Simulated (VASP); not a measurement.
# WC (P1) in VASP: a series of runs

WC is run at these levels: PBE+D3(BJ); tasks: single point.

All numbers are computed with VASP 6.6.1; they aren't measurements. Logs are shortened: lines on timing, memory, paths and dates and some standing lists are left out, and cuts for length are marked.

## Step 1: The cell of the first run

The typed cell holds 16 atoms: a = 6.054 Å, b = 5.243 Å, c = 5.924 Å, α = 90.00°, β = 90.00°, γ = 90.00°.

## Step 2: Single point, PBE+D3(BJ)

Contents of INCAR:

```
SYSTEM = WC
PREC = Accurate
ENCUT = 520
EDIFF = 1E-6
ISMEAR = -1
SIGMA = 0.17
LREAL = Auto
LASPH = .True.
NELM = 100
ALGO = Normal
ISIF = 2
LWAVE = .False.
LCHARG = .True.
GGA = PE
IVDW = 12
LELF = .True.
LVHAR = .True.
NBANDS = 86
```

Contents of KPOINTS:

```
Automatic mesh
0
Gamma
  2 2 2
  0 0 0
```

Contents of POSCAR:

```
WC
1.0
   -3.0267750000     -5.2425280000      0.0000000000
    4.5401630000     -2.6212640000      0.0000000000
    0.0000000000      0.0000000000      5.9236370000
W C
8 8
Direct
    0.7437845512      0.5092919539     -0.0206460997
    0.7264924665      0.4914205141      0.4860527409
    0.5287445373      0.0065395773      0.0237354180
    0.5108974790      0.0172838986      0.5085895709
    0.2531734808      0.4783306596     -0.0109898699
    0.2438146159      0.5036101092      0.4887875472
   -0.0012512664     -0.0304586646      0.0063643333
   -0.0044636451      0.0193802625      0.5183133268
    0.4738165586      0.6832213103      0.2355140938
    0.5235049805      0.7000479470      0.7442049538
    0.2324598775      0.1692017986      0.2613597018
    0.2720800955      0.1556167105      0.7474462058
   -0.0095680924      0.6900720386      0.2514840123
   -0.0403429274      0.6526618176      0.7344474349
    0.7363537546      0.1727200402      0.2626595789
    0.7934923812      0.1804831461      0.7600567017
```

Potentials or basis: VASP PAW PBE potentials, release 64 (W_sv, C).

Started as:

```bash
$ cat potpaw_PBE.64/W_sv/POTCAR potpaw_PBE.64/C/POTCAR > POTCAR
$ mpirun -np 1 vasp_std > vasp.out
```

OUTCAR:

```text
SYSTEM = WC
   PREC = Accurate
   ENCUT = 520
   EDIFF = 1E-6
   ISMEAR = -1
   LREAL = Auto
   LASPH = .True.
   NELM = 100
   ISIF = 2
   GGA = PE
   IVDW = 12
 IVDW          = 12

 ion  position               nearest neighbor table
   1  0.744  0.509  0.979-  14 2.09  10 2.17  16 2.18  13 2.39   9 2.41  15 2.44   7 2.87   2 2.93
                             3 2.93   3 2.95   5 2.97   2 3.00   5 3.09   7 3.23
   2  0.726  0.491  0.486-  15 2.13  14 2.21  10 2.25  16 2.34   9 2.36  13 2.36   4 2.81   6 2.92
                             1 2.93   8 2.97   1 3.00   4 3.05   6 3.13   8 3.22
   3  0.529  0.007  0.024-  15 2.08   9 2.13  10 2.31  12 2.39  16 2.42  11 2.43   7 2.85   4 2.87
                             1 2.93   1 2.95   5 2.99   4 3.05   7 3.22   5 3.24
   4  0.511  0.017  0.509-  12 2.15  15 2.16  10 2.17  11 2.37   9 2.39  16 2.42   2 2.81   3 2.87
                             8 2.93   6 3.02   2 3.05   3 3.05   8 3.12   6 3.14
   5  0.253  0.478  0.989-  12 2.22   9 2.25  11 2.29  10 2.48  13 2.49  14 2.50   6 2.96   6 2.97
                             1 2.97   3 2.99   7 3.00   7 3.08   1 3.09   3 3.24
   6  0.244  0.504  0.489-  11 2.21   9 2.25  13 2.30  14 2.38  12 2.39  10 2.49   2 2.92   8 2.96
                             5 2.96   5 2.97   4 3.02   8 3.10   2 3.13   4 3.14
   7  0.999  0.970  0.006-  13 2.06  16 2.21  11 2.32  14 2.33  15 2.44  12 2.46   3 2.85   1 2.87
                             8 2.90   5 3.00   8 3.04   5 3.08   3 3.22   1 3.23
   8  0.996  0.019  0.518-  16 2.06  11 2.23  12 2.27  14 2.32  15 2.32  13 2.34   7 2.90   4 2.93
                             6 2.96   2 2.97   7 3.04   6 3.10   4 3.12   2 3.22
   9  0.474  0.683  0.236-   3 2.13   5 2.25   6 2.25   2 2.36   4 2.39   1 2.41
  10  0.524  0.700  0.744-   1 2.17   4 2.17   2 2.25   3 2.31   5 2.48   6 2.49
  11  0.232  0.169  0.261-   6 2.21   8 2.23   5 2.29   7 2.32   4 2.37   3 2.43
  12  0.272  0.156  0.747-   4 2.15   5 2.22   8 2.27   3 2.39   6 2.39   7 2.46
  13  0.990  0.690  0.251-   7 2.06   6 2.30   8 2.34   2 2.36   1 2.39   5 2.49
  14  0.960  0.653  0.734-   1 2.09   2 2.21   8 2.32   7 2.33   6 2.38   5 2.50
  15  0.736  0.173  0.263-   3 2.08   2 2.13   4 2.16   8 2.32   1 2.44   7 2.44
  16  0.793  0.180  0.760-   8 2.06   1 2.18   7 2.21   2 2.34   3 2.42   4 2.42

  LATTYP: Found a simple orthorhombic cell.
 ALAT       =     5.2425284953
 B/A-ratio  =     1.1299198479
 C/A-ratio  =     1.1547004339

  Lattice vectors:

 A1 = (   4.5401630000,  -2.6212640000,   0.0000000000)
 A2 = (   0.0000000000,   0.0000000000,   5.9236370000)
 A3 = (  -3.0267750000,  -5.2425280000,   0.0000000000)

Analysis of symmetry for initial positions (statically):
=====================================================================
 Subroutine PRICEL returns:
 Original cell was already a primitive cell.

 Routine SETGRP: Setting up the symmetry group for a
 simple orthorhombic supercell.

 Subroutine GETGRP returns: Found  1 space group operations
 (whereof  1 operations were pure point group operations)
 out of a pool of  8 trial point group operations.

The static configuration has the point symmetry C_1 .

Analysis of symmetry for dynamics (positions and initial velocities):
=====================================================================
 Subroutine PRICEL returns:
 Original cell was already a primitive cell.

 Routine SETGRP: Setting up the symmetry group for a
 simple orthorhombic supercell.

 Subroutine GETGRP returns: Found  1 space group operations
 (whereof  1 operations were pure point group operations)
 out of a pool of  8 trial point group operations.

The dynamic configuration has the point symmetry C_1 .

 Subroutine INISYM returns: Found  1 space group operations
 (whereof  1 operations are pure point group operations),
 and found     1 'primitive' translations

----------------------------------------------------------------------------------------

                                     Primitive cell

  volume of cell :     187.9920

  direct lattice vectors                    reciprocal lattice vectors
    -3.026775000 -5.242528000  0.000000000    -0.082596156 -0.143060756  0.000000000
     4.540163000 -2.621264000  0.000000000     0.165192312 -0.095373827  0.000000000
     0.000000000  0.000000000  5.923637000     0.000000000  0.000000000  0.168815206

  length of vectors
     6.053549928  5.242528495  5.923637000     0.165192327  0.190747652  0.168815206

  position of ions in fractional coordinates (direct lattice)
     0.743784551  0.509291954  0.979353900
     0.726492466  0.491420514  0.486052741
     0.528744537  0.006539577  0.023735418
     0.510897479  0.017283899  0.508589571
     0.253173481  0.478330660  0.989010130
     0.243814616  0.503610109  0.488787547
[... 8 lines left out ...]
     0.736353755  0.172720040  0.262659579
     0.793492381  0.180483146  0.760056702

  ion indices of the primitive-cell ions
   primitive index   ion index
                 1           1
                 2           2
                 3           3
                 4           4
                 5           5
                 6           6
[... 8 lines left out ...]
                15          15
                16          16

----------------------------------------------------------------------------------------

 KPOINTS: Automatic mesh

Automatic generation of k-mesh.
 Grid dimensions read from file:
 generate k-points for:    2    2    2

 Generating k-lattice:

  Cartesian coordinates                     Fractional coordinates (reciprocal lattice)
    -0.041298078 -0.071530378  0.000000000     0.500000000  0.000000000  0.000000000
     0.082596156 -0.047686914  0.000000000     0.000000000  0.500000000  0.000000000
     0.000000000  0.000000000  0.084407603     0.000000000  0.000000000  0.500000000

  Length of vectors
     0.082596164  0.095373826  0.084407603

  Shift w.r.t. Gamma in fractional coordinates (k-lattice)
     0.000000000  0.000000000  0.000000000

 Subroutine IBZKPT returns following result:
 ===========================================

 Found      8 irreducible k-points:

 Following reciprocal coordinates:
            Coordinates               Weight
  0.000000  0.000000  0.000000      1.000000
  0.500000  0.000000  0.000000      1.000000
  0.000000  0.500000  0.000000      1.000000
  0.500000  0.500000  0.000000      1.000000
  0.000000  0.000000  0.500000      1.000000
  0.500000  0.000000  0.500000      1.000000
  0.000000  0.500000  0.500000      1.000000
  0.500000  0.500000  0.500000      1.000000
   k-points           NKPTS =      8   k-points in BZ     NKDIM =      8   number of bands    NBANDS=     86
   number of dos      NEDOS =    301   number of ions     NIONS =     16
   total plane-waves  NPLWV =  92160
   dimension x,y,z NGX =    48 NGY =   40 NGZ =   48
   dimension x,y,z NGXF=    96 NGYF=   80 NGZF=   96
   ions per type =               8   8
   NGX,Y,Z   is equivalent  to a cutoff of  13.18, 12.68, 13.47 a.u.
   NGXF,Y,Z  is equivalent  to a cutoff of  26.36, 25.37, 26.94 a.u.
 SYSTEM =  WC
   PREC   = accura    normal or accurate (medium, high low for compatibility)
   ISTART =      0    job   : 0-new  1-cont  2-samecut
   ICHARG =      2    charge: 1-file 2-atom 10-const
   ISPIN  =      1    spin polarized calculation?
   LNONCOLLINEAR =      F non collinear calculations
   LSORBIT =      F    spin-orbit coupling
   LASPH  =      T    aspherical Exc in radial PAW
   ENCUT  =  520.0 eV  38.22 Ry    6.18 a.u.  11.26  9.75 11.01*2*pi/ulx,y,z
   NELM   =    100;   NELMIN=  2; NELMDL= -5     # of ELM steps
   EDIFF  = 0.1E-05   stopping-criterion for ELM
   LREAL  =      T    real-space projection
   EDIFFG = 0.1E-04   stopping-criterion for IOM
   NSW    =      0    number of steps for IOM
   IBRION =     -1    ionic relax: 0-MD 1-quasi-New 2-CG
   NFREE  =      0    steps in history (QN), initial steepest desc. (CG)
   ISIF   =      2    stress and relaxation
   ISYM   =      2    0-nonsym 1-usesym 2-fastsym
   POTIM  = 0.5000    time-step for ionic-motion
   TEBEG  =    0.0;   TEEND  =   0.0 temperature during run
   PSTRESS=    0.0 pullay stress
   NELECT =     144.0000    total number of electrons
   NUPDOWN=      -1.0000    fix difference up-down
   EMIN   =  10.00;   EMAX   =-10.00  energy-range for DOS
   EFERMI =   0.00;   METHOD = LEGACY
   ISMEAR =    -1;   SIGMA  =   0.17  broadening in eV -4-tet -1-fermi 0-gaus
   EFERMI_NEDOS =   21; number of points for ismear=-14 and -15
   IALGO  =     38    algorithm
   IMIX   =      4    mixing-type and parameters
     AMIX     =   0.40;   BMIX     =  1.00
     AMIX_MAG =   1.60;   BMIX_MAG =  1.00
  volume/ion in A,a.u.               =      11.75        79.29
  Fermi-wavevector in a.u.,A,eV,Ry     =   1.497899  2.830619 30.527412  2.243702
  Thomas-Fermi vector in A             =   2.609728
   LORBIT       =      0    0 simple, 1 ext, 2 COOP (PROOUT), +10 PAW based schemes
   GGA     = PE    functional components
   LHFCALC =     F    Hartree Fock is set to
   AEXX    =    0.0000 exact exchange contribution
   IVDW    =    12    specifies the selected vdW correction
   LEPSILON=     F    determine dielectric tensor
   LRPA    =     F    only Hartree local field effects (RPA)
 non-spin polarized calculation
  energy-cutoff  :      520.00
  volume of cell :      187.99
 maximum number of plane-waves:      5088
 NGX is ok and might be reduce to    48
   NGX = 23   NGY = 19   NGZ = 23

 number of electron     144.0000006 magnetization

 Free energy of the ion-electron system (eV)
  ---------------------------------------------------
  ext. energy  EPLUGINS =         0.00000000
  ---------------------------------------------------
  free energy    TOTEN  =      -173.79967660 eV

  energy without entropy =     -173.33502033  energy(sigma->0) =     -173.56734847

 E-fermi :   9.8034     XC(G=0): -13.0979

 val. band max:        9.6949367484   @ k =   0.0000   0.0000   0.5000
 cond. band min:       9.8446883471   @ k =   0.0000   0.0000   0.0000
 fundamental gap:      0.1497515987
 Fermi energy:         9.8033540635

 k-point     1 :       0.0000    0.0000    0.0000
  band No.  band energies     occupation
      1     -64.8487      2.00000
      2     -64.8256      2.00000
      3     -64.8180      2.00000
      4     -64.7995      2.00000
      5     -64.7384      2.00000
      6     -64.7138      2.00000
[... 76 lines left out ...]
     83      12.8858      0.00000
     84      13.1205      0.00000

 k-point     2 :       0.5000    0.0000    0.0000
  band No.  band energies     occupation
      1     -64.8394      2.00000
      2     -64.8366      2.00000
      3     -64.8160      2.00000
      4     -64.7984      2.00000
      5     -64.7389      2.00000
      6     -64.7146      2.00000
[... 511 lines left out ...]
     83      12.5434      0.00000
     84      12.6430      0.00000

 k-point     8 :       0.5000    0.5000    0.5000
  band No.  band energies     occupation
      1     -64.8373      2.00000
      2     -64.8261      2.00000
      3     -64.8210      2.00000
      4     -64.8017      2.00000
      5     -64.7364      2.00000
      6     -64.7137      2.00000
[... 76 lines left out ...]
     83      12.7258      0.00000
     84      12.8050      0.00000
 [bands above 84 left out]

------------------------ aborting loop because EDIFF is reached ----------------------------------------

 Edisp (eV)   -6.50253

 E8    (eV) :    -2.9790

  FORCE on cell =-STRESS in cart. coord.  units (eV):
  Direction    XX          YY          ZZ          XY          YZ          ZX
  --------------------------------------------------------------------------------------
  -------------------------------------------------------------------------------------
  Total     -31.88262   -32.73005   -42.08922    -1.36783     2.73406     0.79560
  in kB    -271.72225  -278.94456  -358.70886   -11.65742    23.30125     6.78054
  external pressure =     -303.13 kB  Pullay stress =        0.00 kB

 VOLUME and BASIS-vectors are now :
 -----------------------------------------------------------------------------
  energy-cutoff  :      520.00
  volume of cell :      187.99
      direct lattice vectors                 reciprocal lattice vectors
    -3.026775000 -5.242528000  0.000000000    -0.082596156 -0.143060756  0.000000000
     4.540163000 -2.621264000  0.000000000     0.165192312 -0.095373827  0.000000000
     0.000000000  0.000000000  5.923637000     0.000000000  0.000000000  0.168815206

 POSITION                                       TOTAL-FORCE (eV/Angst)
 -----------------------------------------------------------------------------------
      0.06100     -5.23430      5.80134        -0.505703      0.416065      2.360946
      0.03220     -5.09680      2.87920         1.219264     -2.861649      0.721905
     -1.57070     -2.78910      0.14060         1.182447      2.704839     -2.725363
     -1.46790     -2.72370      3.01270        -0.658472      2.201149     -0.225237
      1.40540     -2.58110      5.85854         1.682589     -0.210058      0.626091
      1.54850     -2.59830      2.89540         0.544127      0.133056      0.827795
[... 8 lines left out ...]
     -1.44460     -4.31310      1.55590        -0.567912     -1.111088     -0.382871
     -1.58230     -4.63300      4.50230         1.149959      2.419919      0.069052
 -----------------------------------------------------------------------------------
    total drift:                                0.004219      0.016967     -0.003596

  FREE ENERGIE OF THE ION-ELECTRON SYSTEM (eV)
  ---------------------------------------------------
  free  energy   TOTEN  =      -180.3022037904 eV

  energy  without entropy=     -179.8375475276  energy(sigma->0) =     -180.06987566
```

Wall time 6.8 min (1 thread of Intel Xeon 8259CL, shared host); peak memory 0.33 GiB.

What came out:

- Free energy: -180.3022 eV
- Pressure: -30.3 GPa
- Largest force: 4.018 eV/Å
- Band gap on the k mesh: zero (bands 72 and 73 overlap by 0.07 eV)
- Dispersion energy per atom: -0.406 eV

Forces in eV/Å, atoms in the order of the input:
```
W   -0.506  0.416  2.361
W    1.219 -2.862  0.722
W    1.182  2.705 -2.725
W   -0.658  2.201 -0.225
W    1.683 -0.210  0.626
W    0.544  0.133  0.828
W    1.908 -2.390 -0.350
W   -2.272 -0.140 -2.235
C   -1.374 -0.475  0.877
C   -0.884  1.931  0.062
C   -0.146 -0.776 -0.595
C    1.174  0.153  0.618
C   -1.735  1.242  0.277
C   -0.718 -3.239  0.073
C   -0.568 -1.111 -0.383
C    1.150  2.420  0.069
```

Stress tensor (GPa, compression positive):
```
-27.17  -1.17   0.68
 -1.17 -27.89   2.33
  0.68   2.33 -35.87
```

Levels at points of the mesh, in eV from the Fermi level:
```csv
k point,band 68,band 69,band 70,band 71,band 72,band 73,band 74,band 75,band 76,band 77
"(0.00, 0.00, 0.00)",-0.93,-0.88,-0.59,-0.43,-0.28,0.04,0.34,0.54,1.47,1.59
"(0.50, 0.00, 0.00)",-1.23,-1.05,-0.77,-0.19,0.11,0.22,0.35,0.49,0.87,0.98
"(0.00, 0.50, 0.00)",-1.75,-0.92,-0.71,-0.15,-0.14,0.80,0.92,1.35,1.45,1.70
"(0.50, 0.50, 0.00)",-1.88,-1.59,-1.44,-1.09,-0.93,1.02,1.09,1.25,1.36,1.47
"(0.00, 0.00, 0.50)",-1.24,-1.16,-1.05,-0.28,-0.11,0.23,0.28,0.73,0.76,1.88
"(0.50, 0.00, 0.50)",-1.30,-1.22,-0.95,-0.90,-0.71,0.05,0.21,0.42,0.56,1.75
"(0.00, 0.50, 0.50)",-1.42,-1.34,-1.30,-1.00,-0.86,0.38,0.65,0.68,0.93,1.84
"(0.50, 0.50, 0.50)",-1.59,-1.52,-1.31,-1.28,-1.05,0.51,0.83,1.01,1.03,1.36
```

Caveat: the k points lie up to 0.60 Å⁻¹ apart; the atoms stand as in a frame of molecular dynamics; spin-orbit coupling is left out, which moves the levels of the heavy elements; forces of over 1 eV/Å act on the atoms, so gaps and moduli don't describe the material at rest.

(Continued in part 2 of 2.)
